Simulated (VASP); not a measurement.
# HfH6 (I4/mmm) in VASP: a series of runs

Runs on HfH6. Level: PBE. Tasks: single point, relaxation of cell and atoms.

Program: VASP 6.6.1. These are calculated values, not measurements. Logs are shortened: lines on timing, memory, paths and dates and some standing lists are left out, and cuts for length are marked.

## 1. The cell of the first run

Symmetry: I4/mmm, No. 139, tetragonal system. The conventional cell has a = 4.932 Å, b = 4.932 Å, c = 4.858 Å, α = 90.00°, β = 90.00°, γ = 90.00°. Within 1.9 Å of Hf (site symmetry 4/mmm) lie 4 H at 1.45 Å. H (site symmetry m2m) has 1 H at 1.02 Å within 1.4 Å. Within 1.4 Å of H (site symmetry mmm) lie 2 H at 1.02 Å.

## 2. Single point, PBE

INCAR reads:

```
PREC = Accurate
ENCUT = 520
EDIFF = 1E-6
ISMEAR = 0
SIGMA = 0.1
LREAL = False
LASPH = True
NELM = 100
ALGO = Normal
ISIF = 2
LWAVE = False
LCHARG = False
GGA = PE
NBANDS = 17
```

KPOINTS reads:

```
Automatic mesh
0
Gamma
  6 6 6
```

POSCAR reads:

```
HfH6
1.0
   -2.4661794100      2.4661794100      2.4290013400
    2.4661794100     -2.4661794100      2.4290013400
    2.4661794100      2.4661794100     -2.4290013400
Hf H
1 6
Direct
    0.0000000000      0.0000000000      0.0000000000
    0.0000000000      0.2931927400      0.2931927400
    0.0000000000      0.7068072600      0.7068072600
    0.2931927400      0.0000000000      0.2931927400
    0.7068072600      0.0000000000      0.7068072600
    0.5000000000      0.0000000000      0.5000000000
    0.0000000000      0.5000000000      0.5000000000
```

Potentials or basis: VASP PAW PBE potentials, release 64 (Hf_pv, H).

Command:

```bash
> cat potpaw_PBE.64/Hf_pv/POTCAR potpaw_PBE.64/H/POTCAR > POTCAR
> mpirun -np 1 vasp_std > vasp.out
```

OUTCAR:

```text
PREC = Accurate
   ENCUT = 520
   EDIFF = 1E-6
   ISMEAR = 0
   LREAL = False
   LASPH = True
   NELM = 100
   ISIF = 2
   GGA = PE

 ion  position               nearest neighbor table
   1  0.000  0.000  0.000-   2 1.45   3 1.45   4 1.45   5 1.45
   2  0.000  0.293  0.293-   1 1.45
   3  0.000  0.707  0.707-   1 1.45
   4  0.293  0.000  0.293-   1 1.45
   5  0.707  0.000  0.707-   1 1.45
   6  0.500  0.000  0.500-
   7  0.000  0.500  0.500-

  LATTYP: Found a body centered tetragonal cell.
 ALAT       =     4.9323588200
 C/A-ratio  =     0.9849248316

  Lattice vectors:

 A1 = (  -2.4661794100,   2.4661794100,   2.4290013400)
 A2 = (   2.4661794100,  -2.4661794100,   2.4290013400)
 A3 = (   2.4661794100,   2.4661794100,  -2.4290013400)

Analysis of symmetry for initial positions (statically):
=====================================================================
 Subroutine PRICEL returns:
 Original cell was already a primitive cell.

 Routine SETGRP: Setting up the symmetry group for a
 body centered tetragonal supercell.

 Subroutine GETGRP returns: Found 16 space group operations
 (whereof 16 operations were pure point group operations)
 out of a pool of 16 trial point group operations.

The static configuration has the point symmetry D_4h.

Analysis of symmetry for dynamics (positions and initial velocities):
=====================================================================
 Subroutine PRICEL returns:
 Original cell was already a primitive cell.

 Routine SETGRP: Setting up the symmetry group for a
 body centered tetragonal supercell.

 Subroutine GETGRP returns: Found 16 space group operations
 (whereof 16 operations were pure point group operations)
 out of a pool of 16 trial point group operations.

The dynamic configuration has the point symmetry D_4h.

 Subroutine INISYM returns: Found 16 space group operations
 (whereof 16 operations are pure point group operations),
 and found     1 'primitive' translations

----------------------------------------------------------------------------------------

                                     Primitive cell

  volume of cell :      59.0931

  direct lattice vectors                    reciprocal lattice vectors
[... 100 lines left out ...]
   NSW    =      0    number of steps for IOM
   IBRION =     -1    ionic relax: 0-MD 1-quasi-New 2-CG
   NFREE  =      0    steps in history (QN), initial steepest desc. (CG)
   ISIF   =      2    stress and relaxation
   ISYM   =      2    0-nonsym 1-usesym 2-fastsym
   POTIM  = 0.5000    time-step for ionic-motion
   TEBEG  =    0.0;   TEEND  =   0.0 temperature during run
   PSTRESS=    0.0 pullay stress
   NELECT =      16.0000    total number of electrons
   NUPDOWN=      -1.0000    fix difference up-down
   EMIN   =  10.00;   EMAX   =-10.00  energy-range for DOS
   EFERMI =   0.00;   METHOD = LEGACY
   ISMEAR =     0;   SIGMA  =   0.10  broadening in eV -4-tet -1-fermi 0-gaus
   EFERMI_NEDOS =   21; number of points for ismear=-14 and -15
   IALGO  =     38    algorithm
   IMIX   =      4    mixing-type and parameters
     AMIX     =   0.40;   BMIX     =  1.00
     AMIX_MAG =   1.60;   BMIX_MAG =  1.00
  volume/ion in A,a.u.               =       8.44        56.97
  Fermi-wavevector in a.u.,A,eV,Ry     =   1.059097  2.001403 15.261475  1.121687
  Thomas-Fermi vector in A             =   2.194430
   LORBIT       =      0    0 simple, 1 ext, 2 COOP (PROOUT), +10 PAW based schemes
   GGA     = PE    functional components
   LHFCALC =     F    Hartree Fock is set to
   AEXX    =    0.0000 exact exchange contribution
   IVDW    =     0    specifies the selected vdW correction
   LEPSILON=     F    determine dielectric tensor
   LRPA    =     F    only Hartree local field effects (RPA)
 non-spin polarized calculation
 Gauss-broadening in eV      SIGMA  =   0.10
  energy-cutoff  :      520.00
  volume of cell :       59.09
 maximum number of plane-waves:      1614
   NGX = 15   NGY = 15   NGZ = 15

 number of electron      15.9999996 magnetization

 Free energy of the ion-electron system (eV)
  ---------------------------------------------------
  ext. energy  EPLUGINS =         0.00000000
  ---------------------------------------------------
  free energy    TOTEN  =       -18.44124501 eV

  energy without entropy =      -18.43246939  energy(sigma->0) =      -18.43685720

 E-fermi :   1.5571     XC(G=0):  -8.7796

 val. band max:        1.5454292754   @ k =  -0.3333  -0.3333   0.1667
 cond. band min:       1.7075532227   @ k =  -0.3333   0.1667  -0.0000
 fundamental gap:      0.1621239473
 Fermi energy:         1.5570827379

 k-point     1 :       0.0000    0.0000    0.0000
  band No.  band energies     occupation
      1     -30.1354      2.00000
      2     -30.1354      2.00000
      3     -29.6049      2.00000
      4      -9.5577      2.00000
      5      -7.3955      2.00000
      6       1.1865      2.00000
[... 457 lines left out ...]
      4      -8.5282      2.00000
      5      -7.9702      2.00000
      6      -1.1922      2.00000
[... 9 lines left out ...]
     16      10.1908      0.00000
     17      10.9086      0.00000

 [... further k-points ...]

------------------------ aborting loop because EDIFF is reached ----------------------------------------

  FORCE on cell =-STRESS in cart. coord.  units (eV):
  Direction    XX          YY          ZZ          XY          YZ          ZX
  --------------------------------------------------------------------------------------
  -------------------------------------------------------------------------------------
  Total       26.5385567     26.5385567     -3.5166906      0.0000000     -0.0000000      0.0000000
  in kB      719.5331404    719.5331404    -95.3471390      0.0000000     -0.0000000      0.0000000
  external PRESSURE =     447.9063806 kB  Pullay stress =       0.0000000 kB

 VOLUME and BASIS-vectors are now :
 -----------------------------------------------------------------------------
  energy-cutoff  :      520.00
  volume of cell :       59.09
      direct lattice vectors                 reciprocal lattice vectors
    -2.466179410  2.466179410  2.429001340     0.000000000  0.202742752  0.205845914
     2.466179410 -2.466179410  2.429001340     0.202742752  0.000000000  0.205845914
     2.466179410  2.466179410 -2.429001340     0.202742752  0.202742752  0.000000000

 POSITION                                       TOTAL-FORCE (eV/Angst)
 -----------------------------------------------------------------------------------
      0.00000      0.00000      0.00000        -0.000000      0.000000     -0.000000
      1.44613      0.00000      0.00000         9.843296      0.000000     -0.000000
      3.48623      0.00000      0.00000        -9.843296      0.000000      0.000000
      0.00000      1.44613      0.00000         0.000000      9.843296     -0.000000
      0.00000      3.48623      0.00000        -0.000000     -9.843296      0.000000
      0.00000      2.46618      0.00000        -0.000000      0.000000      0.000000
      2.46618      0.00000      0.00000         0.000000      0.000000     -0.000000
 -----------------------------------------------------------------------------------
    total drift:                               -0.000000      0.000000      0.000000

  FREE ENERGIE OF THE ION-ELECTRON SYSTEM (eV)
  ---------------------------------------------------
  free  energy   TOTEN  =       -18.4412450135 eV

  energy  without entropy=      -18.4324693869  energy(sigma->0) =      -18.43685720
```

OSZICAR:

```text
N       E                     dE             d eps       ncg     rms          rms(c)
DAV:   1     0.393052925134E+02    0.39305E+02   -0.76687E+03  1036   0.817E+02
DAV:   2    -0.189980408860E+02   -0.58303E+02   -0.53186E+02  1419   0.187E+02
DAV:   3    -0.213225621312E+02   -0.23245E+01   -0.23043E+01  1216   0.281E+01
DAV:   4    -0.213412387245E+02   -0.18677E-01   -0.18671E-01  1260   0.302E+00
DAV:   5    -0.213415003276E+02   -0.26160E-03   -0.26160E-03  1209   0.325E-01    0.908E+01
DAV:   6    -0.190853481159E+02    0.22562E+01   -0.98348E-01  1194   0.597E+00    0.540E+01
DAV:   7    -0.185295659442E+02    0.55578E+00   -0.20942E+00  1209   0.819E+00    0.291E+00
DAV:   8    -0.184455822144E+02    0.83984E-01   -0.31078E-01  1161   0.324E+00    0.541E+00
DAV:   9    -0.184419540639E+02    0.36282E-02   -0.11525E-02  1183   0.679E-01    0.561E-01
DAV:  10    -0.184412026796E+02    0.75138E-03   -0.19905E-03  1181   0.278E-01    0.832E-01
DAV:  11    -0.184412437612E+02   -0.41082E-04   -0.14049E-04  1218   0.842E-02    0.341E-01
DAV:  12    -0.184412427669E+02    0.99435E-06   -0.24755E-05  1170   0.339E-02    0.124E-01
DAV:  13    -0.184412452422E+02   -0.24753E-05   -0.39121E-06  1155   0.140E-02    0.363E-02
DAV:  14    -0.184412450135E+02    0.22871E-06   -0.11479E-07   542   0.238E-03
   1 F= -.18441245E+02 E0= -.18436857E+02  d E =-.877563E-02
```

It took 15 s on 1 thread of Intel Xeon 6975P-C (Granite Rapids), shared host; peak memory 0.18 GiB.

Results:

```
Free energy            : -18.4412 eV
Pressure               : 44.8 GPa
Largest force          : 9.843 eV/Å
Band gap on the k mesh : zero (band 8 reaches 2.46 eV, above the bottom of band 9 at 1.08 eV)
```

Forces in eV/Å, atoms in the order of the input:
```
Hf   0.000  0.000  0.000
H    9.843  0.000  0.000
H   -9.843  0.000  0.000
H    0.000  9.843  0.000
H    0.000 -9.843  0.000
H    0.000  0.000  0.000
H    0.000  0.000  0.000
```

Stress tensor (GPa, compression positive):
```
71.95  0.00  0.00
 0.00 71.95  0.00
 0.00  0.00 -9.53
```

Levels at points of the mesh, in eV from the Fermi level:
```tsv
k point	band 5	band 6	band 7	band 8	band 9	band 10	band 11	band 12
(0.00, 0.00, 0.00)	-8.95	-0.37	-0.37	-0.35	-0.01	0.45	0.45	2.36
(0.50, 0.00, 0.00)	-7.77	-6.48	-0.89	-0.55	0.27	1.76	2.02	2.05
(0.50, 0.50, 0.00)	-6.60	-6.48	-6.43	-1.60	-0.48	1.85	2.23	5.28
(0.50, 0.50, 0.50)	-9.08	-1.73	-1.73	0.46	1.55	1.56	1.85	1.99
```

Caveat: spin-orbit coupling is left out, which moves the levels of the heavy elements; forces of over 1 eV/Å act on the atoms, so gaps and moduli don't describe the material at rest.

## 3. Single point, PBE

This run uses another cell than the first one, of 8.68 Å³/atom, 1.028 times its volume.

INCAR reads:

```
SYSTEM = HfH6
PREC     = Accurate       ! precision mode
ENCUT    = 520            ! plane-wave cutoff, eV
EDIFF    = 1E-6           ! SCF threshold, eV
ISMEAR   = 0              ! smearing method
SIGMA    = 0.1            ! smearing width, eV
LREAL    = .False.        ! projectors in reciprocal space
LASPH    = .True.         ! aspherical terms in the spheres
NELM     = 80             ! most SCF steps
ALGO     = Normal         ! electronic algorithm
ISIF     = 2              ! what is computed and relaxed
LWAVE    = .False.        ! write WAVECAR
LCHARG   = .False.        ! write CHGCAR
GGA      = PE             ! functional
NBANDS   = 17             ! bands
```

KPOINTS reads:

```
regular mesh
0
Gamma
  6 6 6
  0 0 0
```

POSCAR reads:

```
HfH6
1.0
   -2.8957206451      2.8957206451      1.8107404388
    2.8957206451     -2.8957206451      1.8107404388
    2.8957206451      2.8957206451     -1.8107404388
Hf H
1 6
Direct
    0.0000000000      0.0000000000      0.0000000000
    0.0000000000      0.3364857429      0.3364857429
    0.0000000000      0.6635142571      0.6635142571
    0.3364857429      0.0000000000      0.3364857429
    0.6635142571      0.0000000000      0.6635142571
    0.5000000000      0.0000000000      0.5000000000
    0.0000000000      0.5000000000      0.5000000000
```

Potentials or basis: VASP PAW PBE potentials, release 64 (Hf_pv, H).

Command:

```bash
> cat potpaw_PBE.64/Hf_pv/POTCAR potpaw_PBE.64/H/POTCAR > POTCAR
> mpirun -np 1 vasp_std > vasp.out
```

Run time: 16 s. Hardware: 1 thread of Intel Xeon 6975P-C (Granite Rapids), shared host; peak memory 0.2 GiB.

Results (log left out):

```yaml
Free_energy: -26.2608 eV
Pressure: -0.3 GPa
Largest_force: 0.014 eV/Å
Band_gap_on_the_k_mesh: zero (band 8 reaches 1.89 eV, above the bottom of band 9 at 1.07 eV)
```

Forces in eV/Å, atoms in the order of the input:
```
Hf   0.000  0.000  0.000
H   -0.014  0.000  0.000
H    0.014  0.000  0.000
H    0.000 -0.014  0.000
H    0.000  0.014  0.000
H    0.000  0.000  0.000
H    0.000  0.000  0.000
```

Stress tensor (GPa, compression positive):
```
-0.33  0.00  0.00
 0.00 -0.33  0.00
 0.00  0.00 -0.24
```

Levels at points of the mesh, in eV from the Fermi level:
```tsv
k point	band 6	band 7	band 8	band 9	band 10	band 11
(0.00, 0.00, 0.00)	-2.00	-2.00	-1.95	-0.56	0.66	1.61
(0.50, 0.00, 0.00)	-4.31	-2.09	-0.72	0.47	1.23	1.41
(0.50, 0.50, 0.00)	-4.96	-4.04	-1.42	1.08	1.35	2.28
(0.50, 0.50, 0.50)	-3.48	-3.48	-1.95	1.30	1.87	2.07
```

Caveat: spin-orbit coupling is left out, which moves the levels of the heavy elements.

## 4. Relaxation of cell and atoms, PBE

INCAR reads:

```
SYSTEM = HfH6
ALGO     = Normal         ! electronic algorithm
EDIFF    = 1E-6           ! SCF threshold, eV
EDIFFG   = -0.04          ! ionic threshold
ENCUT    = 600            ! plane-wave cutoff, eV
GGA      = PE             ! functional
IBRION   = 2              ! ionic algorithm
ISIF     = 3              ! what is computed and relaxed
ISMEAR   = 0              ! smearing method
LASPH    = .TRUE.         ! aspherical terms in the spheres
LCHARG   = .FALSE.        ! write CHGCAR
LREAL    = .FALSE.        ! projectors in reciprocal space
LWAVE    = .FALSE.        ! write WAVECAR
NELM     = 60             ! most SCF steps
NSW      = 90             ! ionic steps
PREC     = Accurate       ! precision mode
SIGMA    = 0.1            ! smearing width, eV
```

KPOINTS reads:

```
k-points
0
G
  6 6 6
  0 0 0
```

POSCAR reads:

```
HfH6
1.0
   -2.4661794100      2.4661794100      2.4290013400
    2.4661794100     -2.4661794100      2.4290013400
    2.4661794100      2.4661794100     -2.4290013400
Hf H
1 6
Direct
    0.0000000000      0.0000000000      0.0000000000
    0.0000000000      0.2931927400      0.2931927400
    0.0000000000      0.7068072600      0.7068072600
    0.2931927400      0.0000000000      0.2931927400
    0.7068072600      0.0000000000      0.7068072600
    0.5000000000      0.0000000000      0.5000000000
    0.0000000000      0.5000000000      0.5000000000
```

Command:

```bash
> cat potpaw_PBE.64/Hf_pv/POTCAR potpaw_PBE.64/H/POTCAR > POTCAR
> mpirun -np 1 vasp_std > vasp.out
```

Run time: 2.9 min. Hardware: 1 thread of Intel Xeon 6975P-C (Granite Rapids), shared host; peak memory 0.23 GiB.

The run converged. Its results:

* Free energy: -26.2484 eV
* Relaxed volume: 8.72 Å³/atom
* Relaxed cell: a = 4.479 Å, b = 4.479 Å, c = 4.479 Å, α = 99.56°, β = 99.56°, γ = 131.90°
* Space group after relaxing (to 0.05 Å): I4/mmm (No. 139)
* Energy gained by relaxing: 1114.7 meV/atom
* Ionic steps: 20
* Pressure after relaxing: -0.3 GPa
* Largest force after relaxing: 0.011 eV/Å
* Band gap on the k mesh: zero (band 8 reaches 1.87 eV, above the bottom of band 9 at 1.06 eV)

Forces in eV/Å, atoms in the order of the input:
```
Hf   0.000  0.000  0.000
H    0.011  0.000  0.000
H   -0.011  0.000  0.000
H    0.000  0.011  0.000
H    0.000 -0.011  0.000
H    0.000  0.000  0.000
H    0.000  0.000  0.000
```

Stress tensor (GPa, compression positive):
```
-0.17  0.00  0.00
 0.00 -0.17  0.00
 0.00  0.00 -0.66
```

Step by step:
```csv
step,energy change (eV),largest force (eV/Å),pressure (GPa),volume (Å³)
1,0.0000,9.8425,44.93,59.09
2,-1.2066,11.8713,11.20,80.76
3,-6.1942,2.4356,9.87,69.27
4,-6.2275,2.0141,10.45,68.73
5,-6.2370,1.7235,10.89,68.36
6,-7.1320,0.0150,0.77,75.52
7,-7.1995,0.5289,-2.47,78.93
8,-7.2009,0.4760,-2.12,78.52
9,-7.3003,0.1572,-3.09,77.83
10,-7.3987,0.3243,-4.41,76.55
11,-7.3551,1.1488,-5.91,73.54
12,-7.4168,0.5934,-4.98,75.76
13,-7.4932,0.5490,-4.97,73.78
14,-7.6754,0.4135,-4.44,67.87
15,-7.4981,0.2087,0.77,56.22
16,-7.7225,0.3360,-3.63,64.31
17,-7.7783,0.1274,-2.40,62.96
18,-7.7999,0.1176,-0.88,61.60
19,-7.8000,0.1304,-0.78,61.53
20,-7.8032,0.0112,-0.33,61.07
```

Final structure:
```xyz
7
Lattice="-2.8922 2.8922 1.8251 2.8922 -2.8922 1.8251 2.8922 2.8922 -1.8251" Properties=species:S:1:pos:R:3 pbc="T T T"
Hf   -2.8922    2.8922    1.8251
H     1.9448    0.0000    0.0000
H     3.8396    0.0000    0.0000
H     0.0000    1.9448    0.0000
H     0.0000    3.8396    0.0000
H     0.0000    2.8922    0.0000
H     0.0000    2.8922    1.8251
```

Levels at points of the mesh, in eV from the Fermi level:
```
           k point  band 5  band 6  band 7  band 8  band 9  band 10  band 11  band 12
(0.00, 0.00, 0.00)   -5.75   -2.00   -2.00   -1.90   -0.55     0.68     1.58     1.59
(0.50, 0.00, 0.00)   -8.57   -4.34   -2.11   -0.72    0.48     1.21     1.41     1.56
(0.50, 0.50, 0.00)   -5.78   -5.06   -4.06   -1.41    1.07     1.28     2.23     2.85
(0.50, 0.50, 0.50)   -6.02   -3.47   -3.47   -1.91    1.30     1.85     2.05     2.14
```

Caveat: spin-orbit coupling is left out, which moves the levels of the heavy elements.

(Continued in part 2 of 2.)
